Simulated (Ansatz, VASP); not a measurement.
CdTe in VASP and in Ansatz

```xyz
2
Lattice="0.0000 3.3520 3.3520 3.3520 0.0000 3.3520 3.3520 3.3520 0.0000" Properties=species:S:1:pos:R:3 pbc="T T T"
Cd    0.0000    0.0000    0.0000
Te    1.6760    1.6760    1.6760
```

Alike in both runs: functional PBE; k mesh 11 × 11 × 11; occupations fermi-dirac, width 0.05 eV; no spin polarisation.

Ansatz relaxed the structure, and its values are those at the end. VASP's run is a single point on that final structure, the one shown.

```csv
,VASP,Ansatz
version,VASP 6.6.1,Ansatz 0.2.0
potentials or method,"VASP PAW PBE potentials, release 64 (Cd, Te), cutoff 520 eV","all-electron LAPW, non-relativistic"
```

|  | VASP | Ansatz | Ansatz less VASP |
| --- | --- | --- | --- |
| pressure (GPa) | -1.1 | 0.0 | +1.11 |

Ansatz ran all-electron here, and VASP with PAW potentials.

Spin-orbit coupling is off throughout.
